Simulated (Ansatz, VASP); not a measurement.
Pb in VASP and in Ansatz

The input INCAR:

```
SYSTEM = Pb
ALGO = Normal
DIPOL = 0.5 0.5 0.500
EDIFF = 1E-6
ENCUT = 520
GGA = PE
IDIPOL = 3
ISIF = 2
ISMEAR = -1
LASPH = .TRUE.
LCHARG = .FALSE.
LDIPOL = .TRUE.
LREAL = .FALSE.
LWAVE = .FALSE.
NBANDS = 28
NELM = 60
PREC = Accurate
SIGMA = 0.08
```

File KPOINTS:

```
k-points
0
G
  8 8 1
  0 0 0
```

File POSCAR:

```
Pb
1.0
    5.6565235105      0.0000000000      0.0000000000
   -2.8282617552      4.8986930572      0.0000000000
    0.0000000000      0.0000000000     18.3093000000
Pb
3
Direct
    0.1666666665      0.3333333335      0.4369373474
    0.5000000005      0.9999999995      0.4999999998
    0.8333333335      0.6666666665      0.5630626526
```

Input for Ansatz:

```yaml
crystal:
  lattice:
    - [5.6565235105, 0.0, 0.0]
    - [-2.8282617552, 4.8986930572, 0.0]
    - [0.0, 0.0, 18.3093]
  atoms:
    - { symbol: Pb, position: [0.1666666665, 0.3333333335, 0.4369373474] }
    - { symbol: Pb, position: [0.5000000005, 0.9999999995, 0.4999999998] }
    - { symbol: Pb, position: [0.8333333335, 0.6666666665, 0.5630626526] }
kpoints:
  mp_grid: { grid: [8, 8, 1] }
scf:
  occupations: { method: fermi_dirac, width: 0.08 }
hamiltonian:
  xc: pbe
  pseudopotentials: { kind: all_electron, lapw: { basis_error: 0.001 } }
output:
  forces: true
  stress: true
  eigenvalues: true
  populations: true
  dos: { projected: true, de: 0.2, e_range: [-14, 8] }
efield:
  axis: 3
  amplitude: 0
  dipole_correction: true
```

Alike in both runs: task single point; functional PBE; k mesh 8 × 8 × 1; occupations fermi-dirac, width 0.08 eV; no spin polarisation.

|  | VASP | Ansatz |
| --- | --- | --- |
| version | VASP 6.6.1 | Ansatz 0.2.0 |
| potentials or method | VASP PAW PBE potentials, release 64 (Pb_d), cutoff 520 eV | all-electron LAPW, scalar-relativistic |

|  | VASP | Ansatz | Ansatz less VASP |
| --- | --- | --- | --- |
| rms of the force components (eV/Å) | 0.287 | 0.286 | -0.0007 |

Atom by atom the forces differ by 0.001 eV/Å (rms over components). Ansatz ran all-electron here, and VASP with PAW potentials.

Spin-orbit coupling is off throughout.
